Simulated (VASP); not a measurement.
# Se (P3_121) in VASP: further runs

Runs on Se. Level: LDA. Tasks: single point, relaxation of cell and atoms.

Program: VASP 6.6.1. These are calculated values, not measurements. Logs are shortened: lines on timing, memory, paths and dates and some standing lists are left out, and cuts for length are marked.

## Step 1: The cell of the first run

It takes space group P3_121 (No. 152, trigonal). Conventional cell: a = 3.948 Å, b = 3.948 Å, c = 5.117 Å, α = 90.00°, β = 90.00°, γ = 120.00°. Se (site symmetry 2) has 6 Se at 2.44 to 3.10 Å within 3.2 Å.

## Step 2: Single point, LDA

Contents of INCAR:

```
SYSTEM = Se
  PREC = Accurate
  ENCUT = 520
  EDIFF = 1E-6
  ISMEAR = 0
  SIGMA = 0.02
  LREAL = .False.
  LASPH = .True.
  NELM = 80
  ALGO = Normal
  ISIF = 2
  LWAVE = .False.
  LCHARG = .True.
  LELF = .True.
  LVHAR = .True.
  NBANDS = 16
```

Contents of KPOINTS:

```
regular mesh
0
Gamma
  9 9 6
  0 0 0
```

Contents of POSCAR:

```
Se
1.0
    3.9481710300      0.0000000000      0.0000000000
   -1.9740855150      3.4192164104      0.0000000000
    0.0000000000      0.0000000000      5.1174879479
Se
3
Direct
    0.2553131594      0.0000000000      0.3333333333
    0.0000000000      0.2553131594      0.6666666667
    0.7446868406      0.7446868406      0.0000000000
```

Potentials or basis: VASP PAW LDA potentials, release 64 (Se).

Run with:

```sh
$ cat potpaw_LDA.64/Se/POTCAR > POTCAR
$ mpirun -np 1 vasp_std > vasp.out
```

OUTCAR:

```text
SYSTEM = Se
   PREC = Accurate
   ENCUT = 520
   EDIFF = 1E-6
   ISMEAR = 0
   LREAL = .False.
   LASPH = .True.
   NELM = 80
   ISIF = 2

 ion  position               nearest neighbor table
   1  0.255  0.000  0.333-   3 2.44   2 2.44
   2  0.000  0.255  0.667-   3 2.44   1 2.44
   3  0.745  0.745  0.000-   2 2.44   1 2.44

  LATTYP: Found a hexagonal cell.
 ALAT       =     3.9481710300
 C/A-ratio  =     1.2961667337

  Lattice vectors:

 A1 = (   3.9481710300,   0.0000000000,   0.0000000000)
 A2 = (  -1.9740855150,   3.4192164104,   0.0000000000)
 A3 = (   0.0000000000,   0.0000000000,   5.1174879479)

Analysis of symmetry for initial positions (statically):
=====================================================================
 Subroutine PRICEL returns:
 Original cell was already a primitive cell.

 Routine SETGRP: Setting up the symmetry group for a
 hexagonal supercell.

 Subroutine GETGRP returns: Found  6 space group operations
 (whereof  2 operations were pure point group operations)
 out of a pool of 24 trial point group operations.

The static configuration has the point symmetry C_2 .
 The point group associated with its full space group is D_3 .

Analysis of symmetry for dynamics (positions and initial velocities):
=====================================================================
 Subroutine PRICEL returns:
 Original cell was already a primitive cell.

 Routine SETGRP: Setting up the symmetry group for a
 hexagonal supercell.

 Subroutine GETGRP returns: Found  6 space group operations
 (whereof  2 operations were pure point group operations)
 out of a pool of 24 trial point group operations.

The dynamic configuration has the point symmetry C_2 .
 The point group associated with its full space group is D_3 .

 Subroutine INISYM returns: Found  6 space group operations
 (whereof  2 operations are pure point group operations),
 and found     1 'primitive' translations

----------------------------------------------------------------------------------------

                                     Primitive cell

  volume of cell :      69.0843

  direct lattice vectors                    reciprocal lattice vectors
     3.948171030  0.000000000  0.000000000     0.253281834  0.146232335  0.000000000
    -1.974085515  3.419216410  0.000000000     0.000000000  0.292464670  0.000000000
     0.000000000  0.000000000  5.117487948     0.000000000  0.000000000  0.195408374
[... 86 lines left out ...]
   EDIFF  = 0.1E-05   stopping-criterion for ELM
   LREAL  =      F    real-space projection
   EDIFFG = 0.1E-04   stopping-criterion for IOM
   NSW    =      0    number of steps for IOM
   IBRION =     -1    ionic relax: 0-MD 1-quasi-New 2-CG
   NFREE  =      0    steps in history (QN), initial steepest desc. (CG)
   ISIF   =      2    stress and relaxation
   ISYM   =      2    0-nonsym 1-usesym 2-fastsym
   POTIM  = 0.5000    time-step for ionic-motion
   TEBEG  =    0.0;   TEEND  =   0.0 temperature during run
   PSTRESS=    0.0 pullay stress
   NELECT =      18.0000    total number of electrons
   NUPDOWN=      -1.0000    fix difference up-down
   EMIN   =  10.00;   EMAX   =-10.00  energy-range for DOS
   EFERMI =   0.00;   METHOD = LEGACY
   ISMEAR =     0;   SIGMA  =   0.02  broadening in eV -4-tet -1-fermi 0-gaus
   EFERMI_NEDOS =   21; number of points for ismear=-14 and -15
   IALGO  =     38    algorithm
   IMIX   =      4    mixing-type and parameters
     AMIX     =   0.40;   BMIX     =  1.00
     AMIX_MAG =   1.60;   BMIX_MAG =  1.00
  volume/ion in A,a.u.               =      23.03       155.40
  Fermi-wavevector in a.u.,A,eV,Ry     =   1.045617  1.975929 14.875446  1.093314
  Thomas-Fermi vector in A             =   2.180420
   LORBIT       =      0    0 simple, 1 ext, 2 COOP (PROOUT), +10 PAW based schemes
   GGA     = CA    functional components
   LHFCALC =     F    Hartree Fock is set to
   AEXX    =    0.0000 exact exchange contribution
   IVDW    =     0    specifies the selected vdW correction
   LEPSILON=     F    determine dielectric tensor
   LRPA    =     F    only Hartree local field effects (RPA)
 non-spin polarized calculation
 Gauss-broadening in eV      SIGMA  =   0.02
  energy-cutoff  :      520.00
  volume of cell :       69.08
 maximum number of plane-waves:      1892
 NGX is ok and might be reduce to    30
   NGX = 15   NGY = 15   NGZ = 19

 number of electron      18.0000000 magnetization

 Free energy of the ion-electron system (eV)
  ---------------------------------------------------
  ext. energy  EPLUGINS =         0.00000000
  ---------------------------------------------------
  free energy    TOTEN  =       -12.47736443 eV

  energy without entropy =      -12.47736443  energy(sigma->0) =      -12.47736443

 E-fermi :   4.5682     XC(G=0): -10.0099

 val. band max:        4.4541696080   @ k =   0.3333   0.3333   0.5000
 cond. band min:       4.7357587663   @ k =   0.3333   0.3333   0.5000
 fundamental gap:      0.2815891583
 Fermi energy:         4.5681568168

 k-point     1 :       0.0000    0.0000    0.0000
  band No.  band energies     occupation
      1     -11.9234      2.00000
      2      -7.7157      2.00000
      3      -7.7157      2.00000
      4       0.6747      2.00000
      5       1.0119      2.00000
      6       1.0119      2.00000
[... 433 lines left out ...]
      3      -6.9385      2.00000
      4      -1.2957      2.00000
      5      -0.6686      2.00000
      6       0.5608      2.00000
[... 8 lines left out ...]
     15      13.2887      0.00000
     16      14.0078      0.00000

 [... further k-points ...]

------------------------ aborting loop because EDIFF is reached ----------------------------------------

  FORCE on cell =-STRESS in cart. coord.  units (eV):
  Direction    XX          YY          ZZ          XY          YZ          ZX
  --------------------------------------------------------------------------------------
  -------------------------------------------------------------------------------------
  Total        0.0812596      0.0812596      0.1567606      0.0000000     -0.0000000     -0.0000000
  in kB        1.8845429      1.8845429      3.6355323      0.0000000     -0.0000000     -0.0000000
  external PRESSURE =       2.4682060 kB  Pullay stress =       0.0000000 kB

 VOLUME and BASIS-vectors are now :
 -----------------------------------------------------------------------------
  energy-cutoff  :      520.00
  volume of cell :       69.08
      direct lattice vectors                 reciprocal lattice vectors
     3.948171030  0.000000000  0.000000000     0.253281834  0.146232335  0.000000000
    -1.974085515  3.419216410  0.000000000     0.000000000  0.292464670  0.000000000
     0.000000000  0.000000000  5.117487948     0.000000000  0.000000000  0.195408374

 POSITION                                       TOTAL-FORCE (eV/Angst)
 -----------------------------------------------------------------------------------
      1.00802      0.00000      1.70583         0.037809     -0.000000     -0.000000
     -0.50401      0.87297      3.41166        -0.018905      0.032744      0.000000
      1.47008      2.54625      0.00000        -0.018905     -0.032744     -0.000000
 -----------------------------------------------------------------------------------
    total drift:                               -0.000000     -0.000000      0.000000

  FREE ENERGIE OF THE ION-ELECTRON SYSTEM (eV)
  ---------------------------------------------------
  free  energy   TOTEN  =       -12.4773644283 eV

  energy  without entropy=      -12.4773644283  energy(sigma->0) =      -12.47736443
```

OSZICAR:

```text
N       E                     dE             d eps       ncg     rms          rms(c)
DAV:   1     0.773589062768E+02    0.77359E+02   -0.74572E+03  1984   0.954E+02
DAV:   2    -0.776800912008E+01   -0.85127E+02   -0.80576E+02  2600   0.157E+02
DAV:   3    -0.125341491706E+02   -0.47661E+01   -0.47472E+01  2576   0.417E+01
DAV:   4    -0.125643219325E+02   -0.30173E-01   -0.30169E-01  2544   0.387E+00
DAV:   5    -0.125644991614E+02   -0.17723E-03   -0.17723E-03  2632   0.291E-01    0.766E+00
DAV:   6    -0.125012562046E+02    0.63243E-01   -0.29156E-02  2480   0.105E+00    0.468E+00
DAV:   7    -0.124782190078E+02    0.23037E-01   -0.56920E-02  2352   0.140E+00    0.185E-01
DAV:   8    -0.124773454888E+02    0.87352E-03   -0.81212E-03  2128   0.548E-01    0.110E-01
DAV:   9    -0.124773697858E+02   -0.24297E-04   -0.23177E-04  2832   0.993E-02    0.303E-02
DAV:  10    -0.124773640222E+02    0.57636E-05   -0.24949E-05  2424   0.317E-02    0.582E-03
DAV:  11    -0.124773644283E+02   -0.40606E-06   -0.47513E-06  2576   0.122E-02
   1 F= -.12477364E+02 E0= -.12477364E+02  d E =-.725783E-18
```

stdout:

```text
POSCAR found type information on POSCAR Se
 POSCAR found :  1 types and       3 ions
 scaLAPACK will be used
 LDA part: xc-table for (Slater(with rela. corr.)+CA(PZ))
 , standard interpolation
 POSCAR, INCAR and KPOINTS ok, starting setup
 FFT: planning ... GRIDC
 FFT: planning ... GRID_SOFT
 FFT: planning ... GRID
 WAVECAR not read
 entering main loop
```

Wall time 31 s (1 thread of AMD EPYC 9R45 (Zen 5), shared host); peak memory 0.15 GiB.

What came out:

| Quantity | Value |
| --- | --- |
| Free energy | -12.4774 eV |
| Pressure | 0.2 GPa |
| Largest force | 0.038 eV/Å |
| Band gap on the k mesh | 0.28 eV |

Forces in eV/Å, atoms in the order of the input:
```
Se   0.038  0.000  0.000
Se  -0.019  0.033  0.000
Se  -0.019 -0.033  0.000
```

Stress tensor (GPa, compression positive):
```
0.19 0.00 0.00
0.00 0.19 0.00
0.00 0.00 0.36
```

Levels at points of the mesh, in eV from the valence-band top:
```csv
k point,band 7,band 8,band 9,band 10,band 11,band 12
"(0.00, 0.00, 0.00)",-1.99,-1.99,-0.71,1.32,1.32,1.98
"(0.00, 0.00, 0.50)",-1.53,-1.35,-1.35,0.72,0.72,0.73
```

(Continued in part 2 of 3.)
